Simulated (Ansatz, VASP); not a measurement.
# One calculation of FeSi, two programs

```xyz
8
Lattice="4.4921 0.0000 0.0000 0.0000 4.4921 0.0000 0.0000 0.0000 4.4921" Properties=species:S:1:pos:R:3 pbc="T T T"
Fe    0.6042    0.6042    0.6042
Fe    1.6418    3.8879    2.8502
Fe    2.8502    1.6418    3.8879
Fe    3.8879    2.8502    1.6418
Si    3.7736    3.7736    3.7736
Si    2.9646    0.7185    1.5275
Si    1.5275    2.9646    0.7185
Si    0.7185    1.5275    2.9646
```

Alike in both runs: functional PBE; k mesh 8 × 8 × 8; occupations gaussian, width 0.01 eV; no spin polarisation.

Ansatz relaxed the structure, and its values are those at the end. VASP's run is a single point on that final structure, the one shown.

|  | VASP | Ansatz |
| --- | --- | --- |
| version | VASP 6.6.1 | Ansatz 0.2.0 |
| potentials or method | VASP PAW PBE potentials, release 64 (Fe, Si), cutoff 520 eV | scalar-relativistic, plane waves, PAW |
| valence electrons in the cell | 48 | 80 |

Ansatz gave:

- gap on the k mesh at the Fermi level (eV): 0.17
- least direct gap on the mesh (eV): 0.18
- pressure (GPa): -6.0
- rms of the force components (eV/Å): 0.001

**Question.** Estimate VASP's values.

**Answer.** gap on the k mesh at the Fermi level (eV): 0.16; least direct gap on the mesh (eV): 0.17; pressure (GPa): -5.8; rms of the force components (eV/Å): 0.014.

VASP's potentials hold 48 valence electrons a cell and Ansatz's 80, so a difference there can come from the potentials and not from the codes. Ansatz's warnings: stress scf threshold loose.
